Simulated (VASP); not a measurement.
The system is Sb.

```
Sb
1.0
    -1.43313    1.43313    1.43313
     1.43313   -1.43313    1.43313
     1.43313    1.43313   -1.43313
Sb
1
Direct
  0.00000 0.00000 0.00000
```

| Quantity | Value |
| --- | --- |
| Program | VASP 6.6.1 |
| Task | relaxation of cell and atoms |
| Functional | PBE |
| Potentials or basis | VASP PAW PBE potentials, release 64 (Sb) |
| Cutoff | 500 eV |
| k mesh | 10 × 10 × 10 |
| Occupations | gaussian, width 0.1 eV |
| Spin | no spin polarisation |

At the start: pressure 360.9 GPa; volume 11.77 Å³/atom.

**Question.** Where does the relaxation end?

**Answer.** Over 25 steps the energy falls by 7815.3 meV/atom and the volume is 27.33 Å³/atom (+132.1 %); space group Im-3m (No. 229, to 0.05 Å).

Step by step:
```tsv
step	energy change (eV)	largest force (eV/Å)	pressure (GPa)	volume (Å³)
1	0.0000	0.0000	360.91	11.77
2	-4.4892	0.0000	-1.32	139.45
3	-4.5754	0.0000	-1.58	129.91
4	-4.6804	0.0000	-1.92	120.25
5	-6.8709	0.0000	-9.36	46.87
6	-7.7833	0.0000	5.43	25.42
7	-7.7834	0.0000	-4.05	29.78
8	-7.8150	0.0000	-0.52	27.69
9	-7.8152	0.0000	0.37	27.28
10	-7.8152	0.0000	0.37	27.28
11	-7.8152	0.0000	0.37	27.28
12	-7.8152	0.0000	0.37	27.28
13	-7.8152	0.0000	0.37	27.28
14	-7.8152	0.0000	0.37	27.28
15	-7.8152	0.0000	0.37	27.28
16	-7.8152	0.0000	0.37	27.28
17	-7.8152	0.0000	0.37	27.28
18	-7.8152	0.0000	0.37	27.28
19	-7.8152	0.0000	0.37	27.28
20	-7.8152	0.0000	0.36	27.28
21	-7.8152	0.0000	0.36	27.28
22	-7.8153	0.0000	0.35	27.29
23	-7.8153	0.0000	0.34	27.29
24	-7.8153	0.0000	0.31	27.30
25	-7.8153	0.0000	0.26	27.33
```

Final structure:
```yaml
crystal:
  lattice:
    - [-1.89752, 1.89752, 1.89752]
    - [1.89752, -1.89752, 1.89752]
    - [1.89752, 1.89752, -1.89752]
  atoms:
    - { symbol: Sb, position: [0.00000, 0.00000, 0.00000] }
```

Caveat: the volume moved by over 15 % at a fixed basis, so the end points are rough.
